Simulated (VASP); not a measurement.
# AlN (Imma) in VASP: single point with PBE

Aim: the single point of AlN with PBE.

Program: VASP 6.6.1. These are calculated values, not measurements. Logs are shortened: lines on timing, memory, paths and dates and some standing lists are left out, and cuts for length are marked.

### Step 1. The cell of the first run

It takes space group Imma (No. 74, orthorhombic). The conventional cell has a = 4.514 Å, b = 4.578 Å, c = 5.015 Å, α = 90.00°, β = 90.00°, γ = 90.00°. Within 3.3 Å of Al (site symmetry mm2) lie 10 N at 2.34 to 3.22 Å and 4 Al at 2.50 to 2.70 Å. N (site symmetry mm2) has 10 Al at 2.34 to 3.22 Å and 4 N at 2.54 to 2.66 Å within 3.3 Å.

The cell was built from a structure type or drawn by symmetry, and may not be a known phase.

### Step 2. Single point, PBE, collinear spin, ferromagnetic start

Contents of INCAR:

```
SYSTEM = AlN
ALGO = Normal
EDIFF = 1E-6
ENCUT = 520
GGA = PE
ISIF = 2
ISMEAR = 0
ISPIN = 2
LASPH = .True.
LCHARG = .False.
LORBIT = 11
LREAL = .False.
LWAVE = .False.
MAGMOM = 0 0 1 1
NBANDS = 20
NELM = 150
PREC = Accurate
SIGMA = 0.1
```

Contents of KPOINTS:

```
k-points
0
Gamma
  6 6 6
  0 0 0
```

Contents of POSCAR:

```
AlN
1.0
   -2.2571880000      2.2891146200      2.5075531100
    2.2571880000     -2.2891146200      2.5075531100
    2.2571880000      2.2891146200     -2.5075531100
Al N
2 2
Direct
    0.6065581900      0.3565581900      0.2500000000
    0.3934418100      0.6434418100      0.7500000000
    0.1403873200      0.8903873200      0.2500000000
    0.8596126800      0.1096126800      0.7500000000
```

Potentials or basis: VASP PAW PBE potentials, release 64 (Al, N).

On the command line:

```
> cat potpaw_PBE.64/Al/POTCAR potpaw_PBE.64/N/POTCAR > POTCAR
> mpirun -np 1 vasp_std > vasp.out
```

OUTCAR:

```text
SYSTEM = AlN
   EDIFF = 1E-6
   ENCUT = 520
   GGA = PE
   ISIF = 2
   ISMEAR = 0
   ISPIN = 2
   LASPH = .True.
   LORBIT = 11
   LREAL = .False.
   NELM = 150
   PREC = Accurate

 ion  position               nearest neighbor table
   1  0.607  0.357  0.250-   3 2.34   2 2.50   2 2.50   2 2.70   2 2.70
   2  0.393  0.643  0.750-   4 2.34   1 2.50   1 2.50   1 2.70   1 2.70
   3  0.140  0.890  0.250-   1 2.34
   4  0.860  0.110  0.750-   2 2.34

  LATTYP: Found a body centered orthorhombic cell.
 ALAT       =     4.5143760000
 B/A-ratio  =     1.0141444222
 C/A-ratio  =     1.1109190329

  Lattice vectors:

 A1 = (  -2.2571880000,   2.2891146200,   2.5075531100)
 A2 = (   2.2571880000,  -2.2891146200,   2.5075531100)
 A3 = (   2.2571880000,   2.2891146200,  -2.5075531100)

Analysis of symmetry for initial positions (statically):
=====================================================================
 Subroutine PRICEL returns:
 Original cell was already a primitive cell.

 Routine SETGRP: Setting up the symmetry group for a
 body centered orthorhombic supercell.

 Subroutine GETGRP returns: Found  8 space group operations
 (whereof  4 operations were pure point group operations)
 out of a pool of  8 trial point group operations.

The static configuration has the point symmetry C_2h.
 The point group associated with its full space group is D_2h.

Analysis of symmetry for dynamics (positions and initial velocities):
=====================================================================
 Subroutine PRICEL returns:
 Original cell was already a primitive cell.

 Routine SETGRP: Setting up the symmetry group for a
 body centered orthorhombic supercell.

 Subroutine GETGRP returns: Found  8 space group operations
 (whereof  4 operations were pure point group operations)
 out of a pool of  8 trial point group operations.

The dynamic configuration has the point symmetry C_2h.
 The point group associated with its full space group is D_2h.

Analysis of structural, dynamic, and magnetic symmetry:
=====================================================================
 Subroutine PRICEL returns:
 Original cell was already a primitive cell.

 Routine SETGRP: Setting up the symmetry group for a
 body centered orthorhombic supercell.

 Subroutine GETGRP returns: Found  8 space group operations
 (whereof  4 operations were pure point group operations)
 out of a pool of  8 trial point group operations.

The overall configuration has the point symmetry C_2h.
 The point group associated with its full space group is D_2h.

 Subroutine INISYM returns: Found  8 space group operations
 (whereof  4 operations are pure point group operations),
 and found     1 'primitive' translations

----------------------------------------------------------------------------------------

                                     Primitive cell

  volume of cell :      51.8257

  direct lattice vectors                    reciprocal lattice vectors
    -2.257188000  2.289114620  2.507553110     0.000000000  0.218425061  0.199397571
     2.257188000 -2.289114620  2.507553110     0.221514557  0.000000000  0.199397571
     2.257188000  2.289114620 -2.507553110     0.221514557  0.218425061  0.000000000

  length of vectors
     4.077102649  4.077102649  4.077102649     0.295751414  0.298040417  0.311091958

  position of ions in fractional coordinates (direct lattice)
     0.606558190  0.356558190  0.250000000
     0.393441810  0.643441810  0.750000000
     0.140387320  0.890387320  0.250000000
     0.859612680  0.109612680  0.750000000

  ion indices of the primitive-cell ions
   primitive index   ion index
                 1           1
                 2           2
                 3           3
                 4           4

----------------------------------------------------------------------------------------

 KPOINTS: k-points

Automatic generation of k-mesh.
 Grid dimensions read from file:
 generate k-points for:    6    6    6

 Generating k-lattice:

  Cartesian coordinates                     Fractional coordinates (reciprocal lattice)
     0.000000000  0.036404177  0.033232929     0.166666667 -0.000000000  0.000000000
     0.036919093  0.000000000  0.033232929    -0.000000000  0.166666667  0.000000000
     0.036919093  0.036404177  0.000000000     0.000000000  0.000000000  0.166666667

  Length of vectors
     0.049291902  0.049673403  0.051848660

  Shift w.r.t. Gamma in fractional coordinates (k-lattice)
     0.000000000  0.000000000  0.000000000

 Subroutine IBZKPT returns following result:
 ===========================================

 Found     46 irreducible k-points:

 Following reciprocal coordinates:
            Coordinates               Weight
  0.000000  0.000000  0.000000      1.000000
  0.166667  0.000000 -0.000000      4.000000
  0.333333  0.000000 -0.000000      4.000000
  0.500000  0.000000 -0.000000      2.000000
  0.000000  0.166667  0.000000      4.000000
  0.166667  0.166667  0.000000      8.000000
[... 16 lines left out ...]
 -0.166667  0.166667  0.166667      2.000000
  0.166667  0.333333  0.166667      4.000000
 [... further k-points ...]
   k-points           NKPTS =     46   k-points in BZ     NKDIM =     46   number of bands    NBANDS=     20
   number of dos      NEDOS =    301   number of ions     NIONS =      4
   total plane-waves  NPLWV =  27000
   dimension x,y,z NGX =    30 NGY =   30 NGZ =   30
   dimension x,y,z NGXF=    60 NGYF=   60 NGZF=   60
   ions per type =               2   2
   NGX,Y,Z   is equivalent  to a cutoff of  12.23, 12.23, 12.23 a.u.
   NGXF,Y,Z  is equivalent  to a cutoff of  24.47, 24.47, 24.47 a.u.
 SYSTEM =  AlN
   PREC   = accura    normal or accurate (medium, high low for compatibility)
   ISTART =      0    job   : 0-new  1-cont  2-samecut
   ICHARG =      2    charge: 1-file 2-atom 10-const
   ISPIN  =      2    spin polarized calculation?
   LNONCOLLINEAR =      F non collinear calculations
   LSORBIT =      F    spin-orbit coupling
   LASPH  =      T    aspherical Exc in radial PAW
   ENCUT  =  520.0 eV  38.22 Ry    6.18 a.u.   7.58  7.58  7.58*2*pi/ulx,y,z
   NELM   =    150;   NELMIN=  2; NELMDL= -5     # of ELM steps
   EDIFF  = 0.1E-05   stopping-criterion for ELM
   LREAL  =      F    real-space projection
   EDIFFG = 0.1E-04   stopping-criterion for IOM
   NSW    =      0    number of steps for IOM
   IBRION =     -1    ionic relax: 0-MD 1-quasi-New 2-CG
   NFREE  =      0    steps in history (QN), initial steepest desc. (CG)
   ISIF   =      2    stress and relaxation
   ISYM   =      2    0-nonsym 1-usesym 2-fastsym
   POTIM  = 0.5000    time-step for ionic-motion
   TEBEG  =    0.0;   TEEND  =   0.0 temperature during run
   PSTRESS=    0.0 pullay stress
   NELECT =      16.0000    total number of electrons
   NUPDOWN=      -1.0000    fix difference up-down
   EMIN   =  10.00;   EMAX   =-10.00  energy-range for DOS
   EFERMI =   0.00;   METHOD = LEGACY
   ISMEAR =     0;   SIGMA  =   0.10  broadening in eV -4-tet -1-fermi 0-gaus
   EFERMI_NEDOS =   21; number of points for ismear=-14 and -15
   IALGO  =     38    algorithm
   IMIX   =      4    mixing-type and parameters
     AMIX     =   0.40;   BMIX     =  1.00
     AMIX_MAG =   1.60;   BMIX_MAG =  1.00
  volume/ion in A,a.u.               =      12.96        87.43
  Fermi-wavevector in a.u.,A,eV,Ry     =   1.106453  2.090893 16.656777  1.224239
  Thomas-Fermi vector in A             =   2.242954
   LORBIT       =     11    0 simple, 1 ext, 2 COOP (PROOUT), +10 PAW based schemes
   GGA     = PE    functional components
   LHFCALC =     F    Hartree Fock is set to
   AEXX    =    0.0000 exact exchange contribution
   IVDW    =     0    specifies the selected vdW correction
   LEPSILON=     F    determine dielectric tensor
   LRPA    =     F    only Hartree local field effects (RPA)
 spin polarized calculation
 Gauss-broadening in eV      SIGMA  =   0.10
  energy-cutoff  :      520.00
  volume of cell :       51.83
 maximum number of plane-waves:      1413
   NGX = 15   NGY = 15   NGZ = 15

 number of electron      16.0000002 magnetization       0.0010906

 Free energy of the ion-electron system (eV)
  ---------------------------------------------------
  ext. energy  EPLUGINS =         0.00000000
  ---------------------------------------------------
  free energy    TOTEN  =       -18.12248485 eV

  energy without entropy =      -18.11380202  energy(sigma->0) =      -18.11814343

 E-fermi :   5.7607     XC(G=0): -10.5150

 val. band max:        5.7318107688   @ k =  -0.1667   0.1667   0.0000
 cond. band min:       5.8585211855   @ k =   0.3333   0.5000  -0.0000
 fundamental gap:      0.1267104168
 Fermi energy:         5.7607317017

 spin component 1

 k-point     1 :       0.0000    0.0000    0.0000
  band No.  band energies     occupation
      1      -9.2677      1.00000
      2      -5.5409      1.00000
      3       1.5123      1.00000
      4       2.9867      1.00000
      5       2.9906      1.00000
      6       3.0918      1.00000
[... 541 lines left out ...]
     19      19.0735      0.00000
     20      20.1627      0.00000

 [... further k-points ...]

 spin component 2

 k-point     1 :       0.0000    0.0000    0.0000
  band No.  band energies     occupation
      1      -9.2669      1.00000
      2      -5.5396      1.00000
      3       1.5124      1.00000
      4       2.9880      1.00000
      5       2.9911      1.00000
      6       3.0923      1.00000
[... 541 lines left out ...]
     19      19.0736      0.00000
     20      20.1627      0.00000

 [... further k-points ...]

------------------------ aborting loop because EDIFF is reached ----------------------------------------

  FORCE on cell =-STRESS in cart. coord.  units (eV):
  Direction    XX          YY          ZZ          XY          YZ          ZX
  --------------------------------------------------------------------------------------
  -------------------------------------------------------------------------------------
  Total       -0.2920086     -2.0208774    -12.6549492      0.0000000      0.0000000      0.0000000
  in kB       -9.0273625    -62.4748390   -391.2240865      0.0000000      0.0000000      0.0000000
  external PRESSURE =    -154.2420960 kB  Pullay stress =       0.0000000 kB

 VOLUME and BASIS-vectors are now :
 -----------------------------------------------------------------------------
  energy-cutoff  :      520.00
  volume of cell :       51.83
      direct lattice vectors                 reciprocal lattice vectors
    -2.257188000  2.289114620  2.507553110     0.000000000  0.218425061  0.199397571
     2.257188000 -2.289114620  2.507553110     0.221514557  0.000000000  0.199397571
     2.257188000  2.289114620 -2.507553110     0.221514557  0.218425061  0.000000000

 POSITION                                       TOTAL-FORCE (eV/Angst)
 -----------------------------------------------------------------------------------
      0.00000      1.14456      1.78818        -0.000000      0.000000      0.024216
      2.25719      1.14456      0.71938         0.000000     -0.000000     -0.024216
      2.25719     -1.14456      1.95783         0.000000     -0.000000      0.766397
      0.00000      3.43367      0.54972        -0.000000      0.000000     -0.766397
 -----------------------------------------------------------------------------------
    total drift:                               -0.000000     -0.000000      0.000000

  FREE ENERGIE OF THE ION-ELECTRON SYSTEM (eV)
  ---------------------------------------------------
  free  energy   TOTEN  =       -18.1224848471 eV

  energy  without entropy=      -18.1138020201  energy(sigma->0) =      -18.11814343

 total charge

# of ion       s       p       d       tot
------------------------------------------
    1        0.428   0.278   0.000   0.706
    2        0.428   0.278   0.000   0.706
    3        1.350   2.044   0.000   3.394
    4        1.350   2.044   0.000   3.394
--------------------------------------------------
tot          3.557   4.645   0.000   8.202

 magnetization (x)

# of ion       s       p       d       tot
------------------------------------------
    1       -0.000  -0.000   0.000  -0.000
    2       -0.000  -0.000   0.000  -0.000
    3        0.000   0.000   0.000   0.000
    4        0.000   0.000   0.000   0.000
--------------------------------------------------
tot         -0.000   0.001   0.000   0.001
```

It took 1.9 min on 1 thread of Intel Xeon Platinum 8259CL at 2.50GHz (Skylake/Cascade Lake), shared host; peak memory 0.22 GiB.

Results:

| Property | Result |
| --- | --- |
| Free energy | -18.1225 eV |
| Pressure | -15.4 GPa |
| Largest force | 0.766 eV/Å |
| Band gap on the k mesh | zero (filled and empty bands overlap) |
| Net moment | 0.00 μB per cell |
| Valence electrons inside the program's atomic spheres | Al 0.71; N 3.39 |

Forces on the atoms (eV/Å):
```
Al   0.000  0.000  0.024
Al   0.000  0.000 -0.024
N    0.000  0.000  0.766
N    0.000  0.000 -0.766
```

Stress tensor (GPa, compression positive):
```
 -0.90   0.00   0.00
  0.00  -6.25   0.00
  0.00   0.00 -39.12
```

Levels at points of the mesh, in eV from the Fermi level:
Spin up:
| k point | band 4 | band 5 | band 6 | band 7 | band 8 | band 9 | band 10 | band 11 | band 12 | band 13 |
| --- | --- | --- | --- | --- | --- | --- | --- | --- | --- | --- |
| (0.00, 0.00, 0.00) | -2.77 | -2.77 | -2.67 | -2.18 | -1.43 | -0.71 | 1.06 | 1.93 | 4.79 | 5.30 |
| (0.50, 0.00, 0.00) | -3.77 | -3.28 | -2.21 | -0.87 | -0.83 | 0.18 | 1.65 | 2.68 | 2.79 | 6.51 |
| (0.00, 0.50, 0.00) | -3.76 | -3.65 | -1.34 | -1.34 | -0.57 | -0.03 | 1.68 | 2.76 | 3.18 | 6.95 |
| (0.50, 0.50, 0.00) | -4.95 | -4.38 | -4.38 | -0.22 | -0.22 | 1.19 | 1.19 | 4.46 | 4.46 | 6.22 |
| (0.50, 0.50, 0.50) | -5.28 | -5.17 | -4.78 | 0.36 | 0.64 | 0.95 | 1.25 | 3.14 | 3.18 | 8.22 |
Spin down:
```csv
k point,band 6,band 7,band 8,band 9,band 10,band 11
"(0.00, 0.00, 0.00)",-2.67,-2.18,-1.43,-0.71,1.05,1.93
"(0.50, 0.00, 0.00)",-2.21,-0.87,-0.83,0.18,1.65,2.68
"(0.00, 0.50, 0.00)",-1.34,-1.34,-0.57,-0.03,1.68,2.76
"(0.50, 0.50, 0.00)",-4.38,-0.22,-0.22,1.19,1.19,4.46
"(0.50, 0.50, 0.50)",-4.78,0.36,0.64,0.95,1.25,3.14
```

Caveat: the cell stands under tension.
